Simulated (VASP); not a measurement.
# TiPt3 (Pm-3m) in VASP: further runs, part 2 of 2

VASP 6.6.1. Earlier steps stand in the parts before.

## 3. Single point, PBEsol (Os replaced by Pt, lengths x 0.976, strained)

File INCAR:

```
PREC     = Accurate       # precision mode
ENCUT    = 520            # plane-wave cutoff, eV
EDIFF    = 1E-7           # SCF threshold, eV
ISMEAR   = 0              # smearing method
SIGMA    = 0.1            # smearing width, eV
LREAL    = F              # projectors in reciprocal space
LASPH    = T              # aspherical terms in the spheres
NELM     = 80             # most SCF steps
ALGO     = Fast           # electronic algorithm
ISIF     = 2              # what is computed and relaxed
LWAVE    = F              # write WAVECAR
LCHARG   = F              # write CHGCAR
GGA      = PS             # functional
NBANDS   = 29             # bands
```

File KPOINTS:

```
Automatic mesh
0
Gamma
  12 12 12
```

File POSCAR:

```
TiPt3
1.0
    3.6887415961      0.0000000000      0.0000000000
    0.0000000000      3.6887415961      0.0000000000
    0.0000000000      0.0000000000      3.6887415961
Ti Pt
1 3
Direct
    0.0000000000      0.0000000000      0.0000000000
    0.5000000000      0.5000000000      0.0000000000
    0.5000000000      0.0000000000      0.5000000000
    0.0000000000      0.5000000000      0.5000000000
```

Potentials or basis: VASP PAW PBE potentials, release 64 (Ti_sv, Pt).

On the command line:

```sh
> cat potpaw_PBE.64/Ti_sv/POTCAR potpaw_PBE.64/Pt/POTCAR > POTCAR
> mpirun -np 1 vasp_std > vasp.out
```

OUTCAR:

```text
PREC = Accurate
   ENCUT = 520
   EDIFF = 1E-7
   ISMEAR = 0
   LREAL = F
   LASPH = T
   NELM = 80
   ISIF = 2
   GGA = PS

 ion  position               nearest neighbor table
   1  0.000  0.000  0.000-   2 2.61   3 2.61   4 2.61   3 2.61   4 2.61   2 2.61   4 2.61   4 2.61
                             2 2.61   3 2.61   3 2.61   2 2.61
   2  0.500  0.500  0.000-   1 2.61   3 2.61   4 2.61   3 2.61   4 2.61   1 2.61   3 2.61   3 2.61
                             1 2.61   4 2.61   4 2.61   1 2.61
   3  0.500  0.000  0.500-   1 2.61   2 2.61   4 2.61   1 2.61   2 2.61   2 2.61   4 2.61   2 2.61
                             1 2.61   4 2.61   1 2.61   4 2.61
   4  0.000  0.500  0.500-   1 2.61   2 2.61   3 2.61   1 2.61   2 2.61   1 2.61   3 2.61   1 2.61
                             2 2.61   3 2.61   2 2.61   3 2.61

  LATTYP: Found a simple cubic cell.
 ALAT       =     3.6887415961

  Lattice vectors:

 A1 = (   3.6887415961,   0.0000000000,   0.0000000000)
 A2 = (   0.0000000000,   3.6887415961,   0.0000000000)
 A3 = (   0.0000000000,   0.0000000000,   3.6887415961)

Analysis of symmetry for initial positions (statically):
=====================================================================
 Subroutine PRICEL returns:
 Original cell was already a primitive cell.
[... 180 lines left out ...]
 fundamental gap:      0.0519321129
 Fermi energy:        14.9542156418

 k-point     1 :       0.0000    0.0000    0.0000
  band No.  band energies     occupation
      1     -42.8088      2.00000
      2     -19.2031      2.00000
      3     -19.2031      2.00000
      4     -19.2031      2.00000
      5       2.9139      2.00000
      6       5.5472      2.00000
[... 757 lines left out ...]
     28      20.0649      0.00000
     29      26.0138      0.00000

 [... further k-points ...]

------------------------ aborting loop because EDIFF is reached ----------------------------------------

  FORCE on cell =-STRESS in cart. coord.  units (eV):
  Direction    XX          YY          ZZ          XY          YZ          ZX
  --------------------------------------------------------------------------------------
  -------------------------------------------------------------------------------------
  Total       20.9248354     20.9248354     20.9248354     -0.0000000      0.0000000     -0.0000000
  in kB      667.9407390    667.9407390    667.9407390     -0.0000000      0.0000000     -0.0000000
  external PRESSURE =     667.9407390 kB  Pullay stress =       0.0000000 kB

 VOLUME and BASIS-vectors are now :
 -----------------------------------------------------------------------------
  energy-cutoff  :      520.00
  volume of cell :       50.19
      direct lattice vectors                 reciprocal lattice vectors
     3.688741596  0.000000000  0.000000000     0.271095162  0.000000000  0.000000000
     0.000000000  3.688741596  0.000000000     0.000000000  0.271095162  0.000000000
     0.000000000  0.000000000  3.688741596     0.000000000  0.000000000  0.271095162

 POSITION                                       TOTAL-FORCE (eV/Angst)
 -----------------------------------------------------------------------------------
      0.00000      0.00000      0.00000         0.000000      0.000000      0.000000
      1.84437      1.84437      0.00000         0.000000      0.000000      0.000000
      1.84437      0.00000      1.84437         0.000000      0.000000      0.000000
      0.00000      1.84437      1.84437         0.000000      0.000000      0.000000
 -----------------------------------------------------------------------------------
    total drift:                                0.000000      0.000000      0.000000

  FREE ENERGIE OF THE ION-ELECTRON SYSTEM (eV)
  ---------------------------------------------------
  free  energy   TOTEN  =       -31.1547087686 eV

  energy  without entropy=      -31.1494392287  energy(sigma->0) =      -31.15207400
```

OSZICAR:

```text
N       E                     dE             d eps       ncg     rms          rms(c)
DAV:   1     0.390349117543E+03    0.39035E+03   -0.21145E+04  4872   0.162E+03
DAV:   2    -0.642434247980E+01   -0.39677E+03   -0.37713E+03  5140   0.420E+02
DAV:   3    -0.329711942707E+02   -0.26547E+02   -0.25479E+02  5753   0.106E+02
DAV:   4    -0.338278414183E+02   -0.85665E+00   -0.85385E+00  6144   0.175E+01
[... 12 lines left out ...]
RMM:  68    -0.311547050760E+02    0.65326E-06    0.44852E-06  3288   0.248E-03    0.766E-04
RMM:  69    -0.311547050927E+02   -0.16711E-07   -0.20558E-06  3370   0.251E-03    0.732E-04
RMM:  70    -0.311547046843E+02    0.40841E-06    0.16976E-06  3271   0.247E-03    0.715E-04
RMM:  71    -0.311547087614E+02   -0.40771E-05   -0.42562E-05  3341   0.248E-03    0.830E-04
RMM:  72    -0.311547087686E+02   -0.72168E-08   -0.71169E-07  3348   0.236E-03
   1 F= -.31154709E+02 E0= -.31152074E+02  d E =-.526954E-02
```

stdout:

```text
POSCAR found type information on POSCAR TiPt
[... 44 lines left out ...]
 num prob  num prob  num prob  num prob  num prob  num prob  num prob  num prob  num prob  num prob  num prob  num prob  num prob  num prob  num prob  num prob  num prob  num prob  num prob  num prob  num prob  num prob  num prob  num prob  num prob  num prob  num prob  num prob  num prob  num prob  num pro
```

Wall time 6.7 min (1 thread of AMD EPYC 7R43 (Zen 3), shared host); peak memory 0.2 GiB.

Results:

| Item | Value |
| --- | --- |
| Free energy | -31.1547 eV |
| Pressure | 66.8 GPa |
| Band gap on the k mesh | zero (bands 21 and 22 overlap by 2.02 eV) |

Caveat: the cell differs from its parent crystal (Os replaced by Pt, lengths x 0.976, strained); the cell stands under pressure; the PAW data sets were made with another functional, which shifts forces and pressure a little; spin-orbit coupling is left out, which moves the levels of the heavy elements.
